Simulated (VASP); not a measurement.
# Yb (P6_3/mmc) in VASP: notebook, part 2 of 2

VASP 6.6.1. The steps go on from the part before.

## (4) Single point, RPBE, collinear spin, ferromagnetic start

This run uses another cell than the first one, of 38.72 Å³/atom.

Input file INCAR:

```
SYSTEM = Yb
ALGO = Normal
EDIFF = 1E-6
ENCUT = 520
GGA = RP
ISIF = 2
ISMEAR = -1
ISPIN = 2
LASPH = .True.
LCHARG = .False.
LMAXMIX = 6
LORBIT = 11
LREAL = .False.
LWAVE = .False.
MAGMOM = 1 1
NBANDS = 35
NELM = 150
PREC = Accurate
SIGMA = 0.05
```

Input file KPOINTS:

```
k-points
0
Gamma
  6 6 3
  0 0 0
```

Input file POSCAR:

```
Yb
1.0
    3.7833258495      0.0000000000      0.0000000000
   -1.8916629248      3.2764562965      0.0000000000
    0.0000000000      0.0000000000      6.2470803507
Yb
2
Direct
    0.6666666667      0.3333333333      0.7500000000
    0.3333333333      0.6666666667      0.2500000000
```

Potentials or basis: VASP PAW PBE potentials, release 64 (Yb).

Launch:

```bash
$ cat potpaw_PBE.64/Yb/POTCAR > POTCAR
$ mpirun -np 1 vasp_std > vasp.out
```

OUTCAR:

```text
SYSTEM = Yb
   EDIFF = 1E-6
   ENCUT = 520
   GGA = RP
   ISIF = 2
   ISMEAR = -1
   ISPIN = 2
   LASPH = .True.
   LORBIT = 11
   LREAL = .False.
   NELM = 150
   PREC = Accurate

 ion  position               nearest neighbor table
   1  0.667  0.333  0.750-
   2  0.333  0.667  0.250-

  LATTYP: Found a hexagonal cell.
 ALAT       =     3.7833258495
 C/A-ratio  =     1.6512139317

  Lattice vectors:

 A1 = (   3.7833258495,   0.0000000000,   0.0000000000)
 A2 = (  -1.8916629248,   3.2764562965,   0.0000000000)
 A3 = (   0.0000000000,   0.0000000000,   6.2470803507)

Analysis of symmetry for initial positions (statically):
=====================================================================
 Subroutine PRICEL returns:
 Original cell was already a primitive cell.

 Routine SETGRP: Setting up the symmetry group for a
 hexagonal supercell.

 Subroutine GETGRP returns: Found 24 space group operations
 (whereof 12 operations were pure point group operations)
 out of a pool of 24 trial point group operations.

The static configuration has the point symmetry D_3d.
 The point group associated with its full space group is D_6h.

Analysis of symmetry for dynamics (positions and initial velocities):
=====================================================================
 Subroutine PRICEL returns:
 Original cell was already a primitive cell.

 Routine SETGRP: Setting up the symmetry group for a
 hexagonal supercell.

 Subroutine GETGRP returns: Found 24 space group operations
 (whereof 12 operations were pure point group operations)
 out of a pool of 24 trial point group operations.

The dynamic configuration has the point symmetry D_3d.
 The point group associated with its full space group is D_6h.

Analysis of structural, dynamic, and magnetic symmetry:
=====================================================================
 Subroutine PRICEL returns:
 Original cell was already a primitive cell.

 Routine SETGRP: Setting up the symmetry group for a
 hexagonal supercell.

 Subroutine GETGRP returns: Found 24 space group operations
 (whereof 12 operations were pure point group operations)
 out of a pool of 24 trial point group operations.

The overall configuration has the point symmetry D_3d.
 The point group associated with its full space group is D_6h.

 Subroutine INISYM returns: Found 24 space group operations
 (whereof 12 operations are pure point group operations),
 and found     1 'primitive' translations

----------------------------------------------------------------------------------------

                                     Primitive cell

  volume of cell :      77.4382

  direct lattice vectors                    reciprocal lattice vectors
     3.783325850  0.000000000  0.000000000     0.264317703  0.152603897  0.000000000
    -1.891662925  3.276456297  0.000000000     0.000000000  0.305207794  0.000000000
     0.000000000  0.000000000  6.247080351     0.000000000  0.000000000  0.160074778

  length of vectors
     3.783325850  3.783325850  6.247080351     0.305207794  0.305207794  0.160074778

  position of ions in fractional coordinates (direct lattice)
     0.666666667  0.333333333  0.750000000
[... 59 lines left out ...]
   ISTART =      0    job   : 0-new  1-cont  2-samecut
   ICHARG =      2    charge: 1-file 2-atom 10-const
   ISPIN  =      2    spin polarized calculation?
   LNONCOLLINEAR =      F non collinear calculations
   LSORBIT =      F    spin-orbit coupling
   LASPH  =      T    aspherical Exc in radial PAW
   ENCUT  =  520.0 eV  38.22 Ry    6.18 a.u.   7.03  7.03 11.62*2*pi/ulx,y,z
   NELM   =    150;   NELMIN=  2; NELMDL= -5     # of ELM steps
   EDIFF  = 0.1E-05   stopping-criterion for ELM
   LREAL  =      F    real-space projection
   EDIFFG = 0.1E-04   stopping-criterion for IOM
   NSW    =      0    number of steps for IOM
   IBRION =     -1    ionic relax: 0-MD 1-quasi-New 2-CG
   NFREE  =      0    steps in history (QN), initial steepest desc. (CG)
   ISIF   =      2    stress and relaxation
   ISYM   =      2    0-nonsym 1-usesym 2-fastsym
   POTIM  = 0.5000    time-step for ionic-motion
   TEBEG  =    0.0;   TEEND  =   0.0 temperature during run
   PSTRESS=    0.0 pullay stress
   NELECT =      48.0000    total number of electrons
   NUPDOWN=      -1.0000    fix difference up-down
   EMIN   =  10.00;   EMAX   =-10.00  energy-range for DOS
   EFERMI =   0.00;   METHOD = LEGACY
   ISMEAR =    -1;   SIGMA  =   0.05  broadening in eV -4-tet -1-fermi 0-gaus
   EFERMI_NEDOS =   21; number of points for ismear=-14 and -15
   IALGO  =     38    algorithm
   IMIX   =      4    mixing-type and parameters
     AMIX     =   0.40;   BMIX     =  1.00
     AMIX_MAG =   1.60;   BMIX_MAG =  1.00
  volume/ion in A,a.u.               =      38.72       261.29
  Fermi-wavevector in a.u.,A,eV,Ry     =   1.395844  2.637762 26.509320  1.948380
  Thomas-Fermi vector in A             =   2.519256
   LORBIT       =     11    0 simple, 1 ext, 2 COOP (PROOUT), +10 PAW based schemes
   GGA     = RP    functional components
   LHFCALC =     F    Hartree Fock is set to
   AEXX    =    0.0000 exact exchange contribution
   IVDW    =     0    specifies the selected vdW correction
   LEPSILON=     F    determine dielectric tensor
   LRPA    =     F    only Hartree local field effects (RPA)
 spin polarized calculation
  energy-cutoff  :      520.00
  volume of cell :       77.44
 maximum number of plane-waves:      2094
   NGX = 15   NGY = 15   NGZ = 23

 number of electron      47.9999998 magnetization      -0.1238704

 number of electron      47.9999997 magnetization       0.3311780

 Free energy of the ion-electron system (eV)
  ---------------------------------------------------
  ext. energy  EPLUGINS =         0.00000000
  ---------------------------------------------------
  free energy    TOTEN  =        -6.54842470 eV

  energy without entropy =       -6.50722325  energy(sigma->0) =       -6.52782397

 E-fermi :   1.4479     XC(G=0):  -8.9698

 val. band max:        1.4356457611   @ k =   0.3333  -0.0000   0.0000
 cond. band min:       1.4734109845   @ k =   0.3333   0.1667   0.0000
 fundamental gap:      0.0377652234
 Fermi energy:         1.4478870976

 spin component 1

 k-point     1 :       0.0000    0.0000    0.0000
  band No.  band energies     occupation
      1     -50.3680      1.00000
      2     -50.3571      1.00000
      3     -22.8446      1.00000
      4     -22.6203      1.00000
      5     -22.6203      1.00000
      6     -22.5907      1.00000
[... 521 lines left out ...]
     34       7.3468      0.00000
     35       9.3007      0.00000
 Fermi energy:         1.4478870976

 spin component 2

 k-point     1 :       0.0000    0.0000    0.0000
  band No.  band energies     occupation
      1     -50.3569      1.00000
      2     -50.3462      1.00000
      3     -22.8175      1.00000
      4     -22.6023      1.00000
      5     -22.6023      1.00000
      6     -22.5689      1.00000
[... 521 lines left out ...]
     34       7.4336      0.00000
     35       9.4006      0.00000

------------------------ aborting loop because EDIFF is reached ----------------------------------------

  FORCE on cell =-STRESS in cart. coord.  units (eV):
  Direction    XX          YY          ZZ          XY          YZ          ZX
  --------------------------------------------------------------------------------------
  -------------------------------------------------------------------------------------
  Total       -0.6125509     -0.6125509     -0.5270909      0.0000000      0.0000000      0.0000000
  in kB      -12.6735286    -12.6735286    -10.9053814      0.0000000      0.0000000      0.0000000
  external PRESSURE =     -12.0841462 kB  Pullay stress =       0.0000000 kB

 VOLUME and BASIS-vectors are now :
 -----------------------------------------------------------------------------
  energy-cutoff  :      520.00
  volume of cell :       77.44
      direct lattice vectors                 reciprocal lattice vectors
     3.783325850  0.000000000  0.000000000     0.264317703  0.152603897  0.000000000
    -1.891662925  3.276456297  0.000000000     0.000000000  0.305207794  0.000000000
     0.000000000  0.000000000  6.247080351     0.000000000  0.000000000  0.160074778

 POSITION                                       TOTAL-FORCE (eV/Angst)
 -----------------------------------------------------------------------------------
      1.89166      1.09215      4.68531         0.000000     -0.000000      0.000000
     -0.00000      2.18430      1.56177        -0.000000      0.000000      0.000000
 -----------------------------------------------------------------------------------
    total drift:                                0.000000     -0.000000      0.000000

  FREE ENERGIE OF THE ION-ELECTRON SYSTEM (eV)
  ---------------------------------------------------
  free  energy   TOTEN  =        -6.5484246964 eV

  energy  without entropy=       -6.5072232513  energy(sigma->0) =       -6.52782397

 total charge

# of ion       s       p       d       f       tot
--------------------------------------------------
    1        2.213   6.023   0.245  13.629  22.110
    2        2.213   6.023   0.245  13.629  22.110
--------------------------------------------------
tot          4.426  12.046   0.491  27.258  44.221

 magnetization (x)

# of ion       s       p       d       f       tot
--------------------------------------------------
    1        0.000   0.018   0.034  -0.015   0.037
    2        0.000   0.018   0.034  -0.015   0.037
--------------------------------------------------
tot          0.000   0.035   0.068  -0.029   0.074
```

OSZICAR:

```text
N       E                     dE             d eps       ncg     rms          rms(c)
DAV:   1     0.331406336973E+03    0.33141E+03   -0.15462E+04  2944   0.890E+03
DAV:   2     0.625618319634E+02   -0.26884E+03   -0.25001E+03  2684   0.852E+02
DAV:   3     0.592602861648E+01   -0.56636E+02   -0.55230E+02  2972   0.188E+02
DAV:   4    -0.413163295135E+01   -0.10058E+02   -0.99259E+01  3678   0.662E+01
[... 12 lines left out ...]
DAV:  66    -0.654842714626E+01    0.16095E-05   -0.23511E-05  3504   0.242E-01    0.177E-01
DAV:  67    -0.654842510351E+01    0.20428E-05   -0.11791E-05  2719   0.171E-01    0.110E-01
DAV:  68    -0.654842105537E+01    0.40481E-05   -0.47546E-06  2225   0.945E-02    0.597E-02
DAV:  69    -0.654842415006E+01   -0.30947E-05   -0.65474E-06  2562   0.105E-01    0.384E-02
DAV:  70    -0.654842469639E+01   -0.54632E-06   -0.40902E-06  2176   0.906E-02
   1 F= -.65484247E+01 E0= -.65278240E+01  d E =-.412014E-01  mag=     0.3339
```

stdout:

```text
POSCAR found type information on POSCAR Yb
 POSCAR found :  1 types and       2 ions
 scaLAPACK will be used
 -----------------------------------------------------------------------------
|                                                                             |
|                                                                             |
|     You enforced a specific xc type in the INCAR file but a different       |
|     I HOPE YOU KNOW WHAT YOU ARE DOING!                                     |
|                                                                             |
 -----------------------------------------------------------------------------

 LDA part: xc-table for (Slater+PW92), standard interpolation
 POSCAR, INCAR and KPOINTS ok, starting setup
 FFT: planning ... GRIDC
 FFT: planning ... GRID_SOFT
 FFT: planning ... GRID
 WAVECAR not read
 entering main loop
```

Wall time 4.2 min (1 thread of Intel Xeon 6975P-C (Granite Rapids), shared host); peak memory 0.26 GiB.

What came out:

| Property | Result |
| --- | --- |
| Free energy | -6.5484 eV |
| Pressure | -1.2 GPa |
| Net moment | 0.33 μB per cell |
| Site moments | Yb +0.04 μB |
| Valence electrons inside the program's atomic spheres | Yb 22.11 |

Stress tensor (GPa, compression positive):
```
-1.27  0.00  0.00
 0.00 -1.27  0.00
 0.00  0.00 -1.09
```

Levels at points of the mesh, in eV from the Fermi level:
Spin up:
| k point | band 20 | band 21 | band 22 | band 23 | band 24 | band 25 | band 26 | band 27 | band 28 | band 29 |
| --- | --- | --- | --- | --- | --- | --- | --- | --- | --- | --- |
| (0.00, 0.00, 0.00) | -0.34 | -0.31 | -0.31 | -0.29 | -0.29 | 0.06 | 2.72 | 2.81 | 2.81 | 3.35 |
| (0.50, 0.00, 0.00) | -0.31 | -0.31 | -0.30 | -0.29 | -0.29 | -0.09 | 0.20 | 1.55 | 2.29 | 2.65 |
Spin down:
```tsv
k point	band 20	band 21	band 22	band 23	band 24	band 25	band 26	band 27	band 28	band 29
(0.00, 0.00, 0.00)	-0.34	-0.31	-0.31	-0.29	-0.29	0.30	2.80	2.89	2.89	3.40
(0.50, 0.00, 0.00)	-0.32	-0.32	-0.31	-0.29	-0.28	0.10	0.29	1.75	2.39	2.80
```

Caveat: the PAW data sets were made with another functional, which shifts forces and pressure a little; spin-orbit coupling is left out, which moves the levels of the heavy elements. The state reached can hang on the start; a lower one may exist.

## (5) The runs side by side

| level | cell | gap on the mesh (eV) | pressure (GPa) | moment (μB) |
| --- | --- | --- | --- | --- |
| PBE | a = 3.680, b = 3.680, c = 5.989 Å, angles 90.0, 90.0, 120.0°, 2 atoms | none | 3.0 | 0.02 |
| BLYP | a = 3.757, b = 3.757, c = 6.050 Å, angles 90.0, 90.0, 120.0°, 2 atoms | none | -0.3 | 0.00 |
| RPBE | a = 3.783, b = 3.783, c = 6.247 Å, angles 90.0, 90.0, 120.0°, 2 atoms | none | -1.2 | 0.33 |

Alike in all rows: task single point; potentials or basis VASP PAW PBE potentials, release 64 (Yb); spin collinear, ferromagnetic start; k mesh 6 × 6 × 3; cutoff (eV) 520; smearing fermi-dirac 0.05 eV.

Caveats: spin-orbit coupling is left out, which moves the levels of the heavy elements; the PAW data sets were made with another functional, which shifts forces and pressure a little (at least some runs); the cell stands under pressure (at least some runs).

Total energies depend on the potentials used, so only differences within one code and one set of settings carry meaning.
